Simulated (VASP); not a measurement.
# Sn2F (P6_3/mmc) in VASP: a series of runs, part 2 of 2

VASP 6.6.1.

**3. Single point, PBE**

This run uses another cell than the first one, of 21.86 Å³/atom, 1.054 times its volume.

File INCAR:

```
SYSTEM = Sn2F
PREC = Accurate ; ENCUT = 520
EDIFF = 1E-6 ; ISMEAR = 0
SIGMA = 0.1 ; LREAL = .False.
LASPH = .True. ; NELM = 100
ALGO = Normal ; ISIF = 2
LWAVE = .False. ; LCHARG = .True.
GGA = PE ; LELF = .True.
LVHAR = .True. ; NBANDS = 44
```

File KPOINTS:

```
Automatic mesh
0
Gamma
  6 6 2
  0 0 0
```

File POSCAR:

```
Sn2F
1.0
    3.2592704424      0.0000000000      0.0000000000
   -1.6296352212      2.8226110009      0.0000000000
    0.0000000000      0.0000000000     14.2595529418
Sn F
4 2
Direct
    0.6666666667      0.3333333333      0.8909935116
    0.3333333333      0.6666666667      0.3909935116
    0.6666666667      0.3333333333      0.6090064884
    0.3333333333      0.6666666667      0.1090064884
    0.0000000000      0.0000000000      0.7500000000
    0.0000000000      0.0000000000      0.2500000000
```

Potentials or basis: VASP PAW PBE potentials, release 64 (Sn_d, F).

The run is started by

```console
$ cat potpaw_PBE.64/Sn_d/POTCAR potpaw_PBE.64/F/POTCAR > POTCAR
$ mpirun -np 1 vasp_std > vasp.out
```

OUTCAR:

```text
SYSTEM = Sn2F
   PREC = Accurate
   ENCUT = 520
   EDIFF = 1E-6
   ISMEAR = 0
   LREAL = .False.
   LASPH = .True.
   NELM = 100
   ISIF = 2
   GGA = PE

 ion  position               nearest neighbor table
   1  0.667  0.333  0.891-   5 2.75   5 2.75   5 2.75   4 3.63   4 3.63   4 3.63
   2  0.333  0.667  0.391-   6 2.75   6 2.75   6 2.75   3 3.63   3 3.63   3 3.63
   3  0.667  0.333  0.609-   5 2.75   5 2.75   5 2.75   2 3.63   2 3.63   2 3.63
   4  0.333  0.667  0.109-   6 2.75   6 2.75   6 2.75   1 3.63   1 3.63   1 3.63
   5  0.000  0.000  0.750-   1 2.75   3 2.75   1 2.75   3 2.75   1 2.75   3 2.75
   6  0.000  0.000  0.250-   2 2.75   4 2.75   2 2.75   4 2.75   2 2.75   4 2.75

  LATTYP: Found a hexagonal cell.
 ALAT       =     3.2592704424
 C/A-ratio  =     4.3750750954

  Lattice vectors:

 A1 = (   3.2592704424,   0.0000000000,   0.0000000000)
 A2 = (  -1.6296352212,   2.8226110009,   0.0000000000)
 A3 = (   0.0000000000,   0.0000000000,  14.2595529418)

Analysis of symmetry for initial positions (statically):
=====================================================================
 Subroutine PRICEL returns:
 Original cell was already a primitive cell.

[... 173 lines left out ...]
 Fermi energy:         6.7779549472

 k-point     1 :       0.0000    0.0000    0.0000
  band No.  band energies     occupation
      1     -16.3421      2.00000
      2     -16.3411      2.00000
      3     -15.0050      2.00000
      4     -15.0046      2.00000
      5     -14.9922      2.00000
      6     -14.9919      2.00000
[... 647 lines left out ...]
     43       9.9435      0.00000
     44       9.9435      0.00000

------------------------ aborting loop because EDIFF is reached ----------------------------------------

  FORCE on cell =-STRESS in cart. coord.  units (eV):
  Direction    XX          YY          ZZ          XY          YZ          ZX
  --------------------------------------------------------------------------------------
  -------------------------------------------------------------------------------------
  Total       -0.1448385     -0.1448385      0.0764614     -0.0000000     -0.0000000      0.0000000
  in kB       -1.7689568     -1.7689568      0.9338466     -0.0000000     -0.0000000      0.0000000
  external PRESSURE =      -0.8680223 kB  Pullay stress =       0.0000000 kB

 VOLUME and BASIS-vectors are now :
 -----------------------------------------------------------------------------
  energy-cutoff  :      520.00
  volume of cell :      131.18
      direct lattice vectors                 reciprocal lattice vectors
     3.259270442  0.000000000  0.000000000     0.306817129  0.177140952  0.000000000
    -1.629635221  2.822611001  0.000000000     0.000000000  0.354281904  0.000000000
     0.000000000  0.000000000 14.259552942     0.000000000  0.000000000  0.070128426

 POSITION                                       TOTAL-FORCE (eV/Angst)
 -----------------------------------------------------------------------------------
      1.62964      0.94087     12.70517        -0.000000      0.000000      0.008832
     -0.00000      1.88174      5.57539         0.000000     -0.000000      0.008832
      1.62964      0.94087      8.68416         0.000000     -0.000000     -0.008832
     -0.00000      1.88174      1.55438        -0.000000     -0.000000     -0.008832
      0.00000      0.00000     10.69466         0.000000      0.000000      0.000000
      0.00000      0.00000      3.56489         0.000000      0.000000     -0.000000
 -----------------------------------------------------------------------------------
    total drift:                                0.000000      0.000000      0.000000

  FREE ENERGIE OF THE ION-ELECTRON SYSTEM (eV)
  ---------------------------------------------------
  free  energy   TOTEN  =       -23.9955573117 eV

  energy  without entropy=      -23.9719485172  energy(sigma->0) =      -23.98375291
```

OSZICAR:

```text
N       E                     dE             d eps       ncg     rms          rms(c)
DAV:   1     0.867187952536E+03    0.86719E+03   -0.34699E+04  1320   0.249E+03
DAV:   2     0.134842075122E+03   -0.73235E+03   -0.71021E+03  1256   0.667E+02
DAV:   3    -0.147788620766E+02   -0.14962E+03   -0.14516E+03  1376   0.235E+02
DAV:   4    -0.257990297049E+02   -0.11020E+02   -0.10874E+02  1400   0.655E+01
DAV:   5    -0.261020606741E+02   -0.30303E+00   -0.30251E+00  1400   0.120E+01    0.838E+00
DAV:   6    -0.240239244076E+02    0.20781E+01   -0.79344E+00  1572   0.165E+01    0.377E+00
DAV:   7    -0.240320970775E+02   -0.81727E-02   -0.14619E+00  1420   0.511E+00    0.196E+00
DAV:   8    -0.240022014475E+02    0.29896E-01   -0.23722E-01  1368   0.243E+00    0.573E-01
DAV:   9    -0.239947667995E+02    0.74346E-02   -0.26077E-02  1872   0.136E+00    0.176E-01
DAV:  10    -0.239957844144E+02   -0.10176E-02   -0.79948E-03  1436   0.729E-01    0.142E-01
DAV:  11    -0.239955254662E+02    0.25895E-03   -0.13574E-03  1492   0.252E-01    0.356E-02
DAV:  12    -0.239955692054E+02   -0.43739E-04   -0.61063E-04  1448   0.116E-01    0.408E-02
DAV:  13    -0.239955584885E+02    0.10717E-04   -0.81671E-05  1556   0.609E-02    0.125E-02
DAV:  14    -0.239955583905E+02    0.98034E-07   -0.11063E-05  1192   0.265E-02    0.115E-02
DAV:  15    -0.239955572420E+02    0.11485E-05   -0.34716E-06  1044   0.153E-02    0.327E-03
DAV:  16    -0.239955573117E+02   -0.69715E-07   -0.12123E-06   820   0.548E-03
   1 F= -.23995557E+02 E0= -.23983753E+02  d E =-.236088E-01
```

stdout:

```text
POSCAR found type information on POSCAR SnF
 POSCAR found :  2 types and       6 ions
 scaLAPACK will be used
 LDA part: xc-table for (Slater+PW92), standard interpolation
 POSCAR, INCAR and KPOINTS ok, starting setup
 FFT: planning ... GRIDC
 FFT: planning ... GRID_SOFT
 FFT: planning ... GRID
 WAVECAR not read
 entering main loop
```

Run time: 36 s. Hardware: 1 thread of Intel Xeon 6975P-C (Granite Rapids), shared host; peak memory 0.25 GiB.

What came out:

```
Free energy            : -23.9956 eV
Pressure               : -0.1 GPa
Largest force          : 0.009 eV/Å
Band gap on the k mesh : zero (band 35 reaches 9.68 eV, above the bottom of band 36 at 4.83 eV)
```

Forces on the atoms (eV/Å):
```
Sn   0.000  0.000  0.009
Sn   0.000  0.000  0.009
Sn   0.000  0.000 -0.009
Sn   0.000  0.000 -0.009
F    0.000  0.000  0.000
F    0.000  0.000  0.000
```

Caveat: the k points lie up to 0.37 Å⁻¹ apart; spin-orbit coupling is left out, which moves the levels of the heavy elements.

**4. Single point, PBE**

This run uses another cell than the first one, of 21.78 Å³/atom, 1.050 times its volume.

File INCAR:

```
ALGO = Normal
EDIFF = 1E-7
ENCUT = 520
GGA = PE
ISIF = 2
ISMEAR = 0
LASPH = True
LCHARG = False
LREAL = False
LWAVE = False
NBANDS = 44
NELM = 80
PREC = Accurate
SIGMA = 0.1
```

File KPOINTS:

```
k-points
0
Gamma
  12 12 4
```

File POSCAR:

```
Sn2F
1.0
    3.2746257244      0.0000000000      0.0000000000
   -1.6373128622      2.8359090652      0.0000000000
    0.0000000000      0.0000000000     14.0696868800
Sn F
4 2
Direct
    0.6666666667      0.3333333333      0.8927821695
    0.3333333333      0.6666666667      0.3927821695
    0.6666666667      0.3333333333      0.6072178305
    0.3333333333      0.6666666667      0.1072178305
    0.0000000000      0.0000000000      0.7500000000
    0.0000000000      0.0000000000      0.2500000000
```

Potentials or basis: VASP PAW PBE potentials, release 64 (Sn_d, F).

The run is started by

```console
$ cat potpaw_PBE.64/Sn_d/POTCAR potpaw_PBE.64/F/POTCAR > POTCAR
$ mpirun -np 1 vasp_std > vasp.out
```

OUTCAR:

```text
EDIFF = 1E-7
   ENCUT = 520
   GGA = PE
   ISIF = 2
   ISMEAR = 0
   LASPH = True
   LREAL = False
   NELM = 80
   PREC = Accurate

 ion  position               nearest neighbor table
   1  0.667  0.333  0.893-   5 2.76   5 2.76   5 2.76   4 3.56   4 3.56   4 3.56
   2  0.333  0.667  0.393-   6 2.76   6 2.76   6 2.76   3 3.56   3 3.56   3 3.56
   3  0.667  0.333  0.607-   5 2.76   5 2.76   5 2.76   2 3.56   2 3.56   2 3.56
   4  0.333  0.667  0.107-   6 2.76   6 2.76   6 2.76   1 3.56   1 3.56   1 3.56
   5  0.000  0.000  0.750-   1 2.76   3 2.76   1 2.76   3 2.76   1 2.76   3 2.76
   6  0.000  0.000  0.250-   2 2.76   4 2.76   2 2.76   4 2.76   2 2.76   4 2.76

  LATTYP: Found a hexagonal cell.
 ALAT       =     3.2746257244
 C/A-ratio  =     4.2965786212

  Lattice vectors:

 A1 = (   3.2746257244,   0.0000000000,   0.0000000000)
 A2 = (  -1.6373128622,   2.8359090652,   0.0000000000)
 A3 = (   0.0000000000,   0.0000000000,  14.0696868800)

Analysis of symmetry for initial positions (statically):
=====================================================================
 Subroutine PRICEL returns:
 Original cell was already a primitive cell.

 Routine SETGRP: Setting up the symmetry group for a
 hexagonal supercell.

 Subroutine GETGRP returns: Found 24 space group operations
 (whereof 12 operations were pure point group operations)
 out of a pool of 24 trial point group operations.

The static configuration has the point symmetry D_3d.
 The point group associated with its full space group is D_6h.

Analysis of symmetry for dynamics (positions and initial velocities):
=====================================================================
 Subroutine PRICEL returns:
 Original cell was already a primitive cell.

 Routine SETGRP: Setting up the symmetry group for a
 hexagonal supercell.

 Subroutine GETGRP returns: Found 24 space group operations
 (whereof 12 operations were pure point group operations)
[... 127 lines left out ...]
   EFERMI_NEDOS =   21; number of points for ismear=-14 and -15
   IALGO  =     38    algorithm
   IMIX   =      4    mixing-type and parameters
     AMIX     =   0.40;   BMIX     =  1.00
     AMIX_MAG =   1.60;   BMIX_MAG =  1.00
  volume/ion in A,a.u.               =      21.78       146.95
  Fermi-wavevector in a.u.,A,eV,Ry     =   1.329622  2.512620 24.053651  1.767893
  Thomas-Fermi vector in A             =   2.458770
   LORBIT       =      0    0 simple, 1 ext, 2 COOP (PROOUT), +10 PAW based schemes
   GGA     = PE    functional components
   LHFCALC =     F    Hartree Fock is set to
   AEXX    =    0.0000 exact exchange contribution
   IVDW    =     0    specifies the selected vdW correction
   LEPSILON=     F    determine dielectric tensor
   LRPA    =     F    only Hartree local field effects (RPA)
 non-spin polarized calculation
 Gauss-broadening in eV      SIGMA  =   0.10
  energy-cutoff  :      520.00
  volume of cell :      130.66
 maximum number of plane-waves:      3576
   NGX = 13   NGY = 13   NGZ = 53

 number of electron      70.0000020 magnetization

 Free energy of the ion-electron system (eV)
  ---------------------------------------------------
  ext. energy  EPLUGINS =         0.00000000
  ---------------------------------------------------
  free energy    TOTEN  =       -23.86963052 eV

  energy without entropy =      -23.85717849  energy(sigma->0) =      -23.86340451

 E-fermi :   6.7878     XC(G=0): -10.1412

 val. band max:        6.7741170082   @ k =   0.1667   0.1667   0.5000
 cond. band min:       6.7956018099   @ k =   0.2500   0.0833   0.5000
 fundamental gap:      0.0214848017
 Fermi energy:         6.7878073368

 k-point     1 :       0.0000    0.0000    0.0000
  band No.  band energies     occupation
      1     -16.2916      2.00000
      2     -16.2904      2.00000
      3     -14.9641      2.00000
      4     -14.9640      2.00000
      5     -14.9524      2.00000
      6     -14.9516      2.00000
[... 1117 lines left out ...]
     43      12.4910      0.00000
     44      12.6403      0.00000

 [... further k-points ...]
[... 5 lines left out ...]
  --------------------------------------------------------------------------------------
  -------------------------------------------------------------------------------------
  Total       -0.0992890     -0.0992890     -0.1341805     -0.0000000      0.0000000      0.0000000
  in kB       -1.2175124     -1.2175124     -1.6453628     -0.0000000      0.0000000      0.0000000
  external PRESSURE =      -1.3601292 kB  Pullay stress =       0.0000000 kB

 VOLUME and BASIS-vectors are now :
 -----------------------------------------------------------------------------
  energy-cutoff  :      520.00
  volume of cell :      130.66
      direct lattice vectors                 reciprocal lattice vectors
     3.274625724  0.000000000  0.000000000     0.305378411  0.176310308  0.000000000
    -1.637312862  2.835909065  0.000000000     0.000000000  0.352620615  0.000000000
     0.000000000  0.000000000 14.069686880     0.000000000  0.000000000  0.071074787

 POSITION                                       TOTAL-FORCE (eV/Angst)
 -----------------------------------------------------------------------------------
      1.63731      0.94530     12.56117         0.000000     -0.000000      0.006435
     -0.00000      1.89061      5.52632        -0.000000     -0.000000      0.006435
      1.63731      0.94530      8.54336         0.000000      0.000000     -0.006435
     -0.00000      1.89061      1.50852        -0.000000      0.000000     -0.006435
      0.00000      0.00000     10.55227        -0.000000      0.000000      0.000000
      0.00000      0.00000      3.51742        -0.000000      0.000000      0.000000
 -----------------------------------------------------------------------------------
    total drift:                                0.000000     -0.000000      0.000000

  FREE ENERGIE OF THE ION-ELECTRON SYSTEM (eV)
  ---------------------------------------------------
  free  energy   TOTEN  =       -23.8696305238 eV

  energy  without entropy=      -23.8571784877  energy(sigma->0) =      -23.86340451
```

OSZICAR:

```text
N       E                     dE             d eps       ncg     rms          rms(c)
DAV:   1     0.854327956553E+03    0.85433E+03   -0.34493E+04  5284   0.247E+03
DAV:   2     0.131030801394E+03   -0.72330E+03   -0.70082E+03  5096   0.654E+02
DAV:   3    -0.150745357741E+02   -0.14611E+03   -0.14219E+03  5564   0.234E+02
DAV:   4    -0.256756321174E+02   -0.10601E+02   -0.10435E+02  5772   0.643E+01
DAV:   5    -0.259783944657E+02   -0.30276E+00   -0.30235E+00  5536   0.117E+01    0.839E+00
DAV:   6    -0.239068095505E+02    0.20716E+01   -0.80453E+00  6404   0.167E+01    0.385E+00
DAV:   7    -0.239054107497E+02    0.13988E-02   -0.14803E+00  5684   0.522E+00    0.196E+00
DAV:   8    -0.238757604829E+02    0.29650E-01   -0.23593E-01  5500   0.244E+00    0.564E-01
DAV:   9    -0.238688121056E+02    0.69484E-02   -0.23868E-02  7820   0.133E+00    0.170E-01
DAV:  10    -0.238699978432E+02   -0.11857E-02   -0.84194E-03  5812   0.755E-01    0.155E-01
DAV:  11    -0.238695860508E+02    0.41179E-03   -0.16283E-03  5828   0.290E-01    0.298E-02
DAV:  12    -0.238696402992E+02   -0.54248E-04   -0.64802E-04  5528   0.124E-01    0.383E-02
DAV:  13    -0.238696316966E+02    0.86026E-05   -0.40702E-05  6644   0.400E-02    0.189E-02
DAV:  14    -0.238696329812E+02   -0.12845E-05   -0.41561E-06  5760   0.154E-02    0.163E-02
DAV:  15    -0.238696305568E+02    0.24244E-05   -0.12152E-05  5800   0.239E-02    0.345E-03
DAV:  16    -0.238696305742E+02   -0.17439E-07   -0.17259E-06  4892   0.627E-03    0.318E-03
DAV:  17    -0.238696305238E+02    0.50431E-07   -0.48786E-08  2632   0.152E-03
   1 F= -.23869631E+02 E0= -.23863405E+02  d E =-.124520E-01
```

stdout:

```text
POSCAR found type information on POSCAR SnF
 POSCAR found :  2 types and       6 ions
 scaLAPACK will be used
 LDA part: xc-table for (Slater+PW92), standard interpolation
 POSCAR, INCAR and KPOINTS ok, starting setup
 FFT: planning ... GRIDC
 FFT: planning ... GRID_SOFT
 FFT: planning ... GRID
 WAVECAR not read
 entering main loop
```

Wall time 2 min (1 thread of Intel Xeon 6975P-C (Granite Rapids), shared host); peak memory 0.38 GiB.

What came out:

| Quantity | Value |
| --- | --- |
| Free energy | -23.8696 eV |
| Pressure | -0.1 GPa |
| Largest force | 0.006 eV/Å |
| Band gap on the k mesh | zero (band 35 reaches 9.91 eV, above the bottom of band 36 at 4.93 eV) |

Forces in eV/Å, atoms in the order of the input:
```
Sn   0.000  0.000  0.006
Sn   0.000  0.000  0.006
Sn   0.000  0.000 -0.006
Sn   0.000  0.000 -0.006
F    0.000  0.000  0.000
F    0.000  0.000  0.000
```

Caveat: spin-orbit coupling is left out, which moves the levels of the heavy elements.

**5. Relaxation of cell and atoms, PBE**

File INCAR:

```
PREC = Accurate
ENCUT = 600
EDIFF = 1E-6
ISMEAR = 0
SIGMA = 0.1
LREAL = F
LASPH = T
NELM = 60
ALGO = Normal
ISIF = 3
LWAVE = F
LCHARG = F
GGA = PE
IBRION = 2
NSW = 90
EDIFFG = -0.04
```

File KPOINTS:

```
regular mesh
0
Gamma
  6 6 2
```

File POSCAR:

```
Sn2F
1.0
    3.4586905400      0.0000000000      0.0000000000
   -1.7293452700      2.9953138700      0.0000000000
    0.0000000000      0.0000000000     12.0105503800
Sn F
4 2
Direct
    0.6666666700      0.3333333300      0.8998116300
    0.3333333300      0.6666666700      0.3998116300
    0.6666666700      0.3333333300      0.6001883700
    0.3333333300      0.6666666700      0.1001883700
    0.0000000000      0.0000000000      0.7500000000
    0.0000000000      0.0000000000      0.2500000000
```

The run is started by

```console
$ cat potpaw_PBE.64/Sn_d/POTCAR potpaw_PBE.64/F/POTCAR > POTCAR
$ mpirun -np 1 vasp_std > vasp.out
```

Wall time 8 min (1 thread of Intel Xeon 6975P-C (Granite Rapids), shared host); peak memory 0.29 GiB.

Results (log left out):

- Free energy: -23.9821 eV
- Relaxed volume: 21.80 Å³/atom
- Relaxed cell: a = 3.252 Å, b = 3.252 Å, c = 14.282 Å, α = 90.00°, β = 90.00°, γ = 120.00°
- Space group after relaxing (to 0.05 Å): P6_3/mmc (No. 194)
- Energy gained by relaxing: 134.4 meV/atom
- Ionic steps: 11
- Pressure after relaxing: -0.1 GPa
- Largest force after relaxing: 0.021 eV/Å
- Band gap on the k mesh: zero (band 35 reaches 9.69 eV, above the bottom of band 36 at 4.84 eV)

Forces in eV/Å, atoms in the order of the input:
```
Sn   0.000  0.000  0.021
Sn   0.000  0.000  0.021
Sn   0.000  0.000 -0.021
Sn   0.000  0.000 -0.021
F    0.000  0.000  0.000
F    0.000  0.000  0.000
```

Stress tensor (GPa, compression positive):
```
 0.03  0.00  0.00
 0.00  0.03  0.00
 0.00  0.00 -0.27
```

Step by step:
| step | energy change (eV) | largest force (eV/Å) | pressure (GPa) | volume (Å³) |
| --- | --- | --- | --- | --- |
| 1 | 0.0000 | 0.2432 | 5.25 | 124.43 |
| 2 | -0.2537 | 0.3829 | -0.82 | 137.02 |
| 3 | -0.2544 | 0.3867 | -1.15 | 137.90 |
| 4 | -0.3771 | 0.4268 | -1.37 | 137.91 |
| 5 | -0.7272 | 0.1307 | -2.16 | 137.20 |
| 6 | -0.2293 | 0.0129 | 0.91 | 132.74 |
| 7 | -0.7619 | 0.0747 | -1.99 | 136.71 |
| 8 | -0.7664 | 0.2701 | 2.25 | 126.74 |
| 9 | -0.7979 | 0.1710 | 0.04 | 131.38 |
| 10 | -0.8051 | 0.0778 | 0.01 | 131.00 |
| 11 | -0.8064 | 0.0214 | -0.07 | 130.77 |

Final structure:
```
CELL_PARAMETERS angstrom
3.25166 0.00000 0.00000
-1.62583 2.81602 0.00000
0.00000 0.00000 14.28163
ATOMIC_POSITIONS crystal
Sn 0.66667 0.33333 0.89088
Sn 0.33333 0.66667 0.39088
Sn 0.66667 0.33333 0.60912
Sn 0.33333 0.66667 0.10912
F 0.00000 0.00000 0.75000
F 0.00000 0.00000 0.25000
```

Levels at points of the mesh, in eV from the Fermi level:
```
           k point  band 30  band 31  band 32  band 33  band 34  band 35  band 36  band 37  band 38  band 39
(0.00, 0.00, 0.00)    -4.00    -4.00    -4.00    -2.60    -0.17     1.10     3.74     7.20     7.64     7.64
(0.50, 0.00, 0.00)    -4.34    -4.29    -4.29    -2.85    -2.81    -2.55    -1.50     1.65     1.99     2.74
(0.00, 0.00, 0.50)    -4.00    -4.00    -4.00    -1.49    -1.49     2.53     2.53     7.70     7.70     7.70
(0.50, 0.00, 0.50)    -4.29    -4.25    -4.25    -2.92    -2.92    -1.96    -1.96     1.83     1.83     3.28
```

Caveat: spin-orbit coupling is left out, which moves the levels of the heavy elements.

**6. Overview**

| task | cell | k mesh | cutoff (eV) | gap on the mesh (eV) | pressure (GPa) | largest force (eV/Å) |
| --- | --- | --- | --- | --- | --- | --- |
| single point | a = 3.459, b = 3.459, c = 12.011 Å, angles 90.0, 90.0, 120.0°, 6 atoms | 6 × 6 × 2 | 520 | none | 5.2 | 0.24 |
| single point | a = 3.259, b = 3.259, c = 14.260 Å, angles 90.0, 90.0, 120.0°, 6 atoms | 6 × 6 × 2 | 520 | none | -0.1 | 0.01 |
| single point | a = 3.275, b = 3.275, c = 14.070 Å, angles 90.0, 90.0, 120.0°, 6 atoms | 12 × 12 × 4 | 520 | none | -0.1 | 0.01 |
| relaxation of cell and atoms | relaxed from a = 3.459, b = 3.459, c = 12.011 Å, angles 90.0, 90.0, 120.0°, 6 atoms | 6 × 6 × 2 | 600 | none | -0.1 | 0.02 |

Alike in all rows: level PBE; potentials or basis VASP PAW PBE potentials, release 64 (Sn_d, F); no spin polarisation; smearing gaussian 0.1 eV.

Caveats: some runs use coarse meshes; spin-orbit coupling is left out, which moves the levels of the heavy elements.

Absolute energies hang on the potentials; compare differences alone.
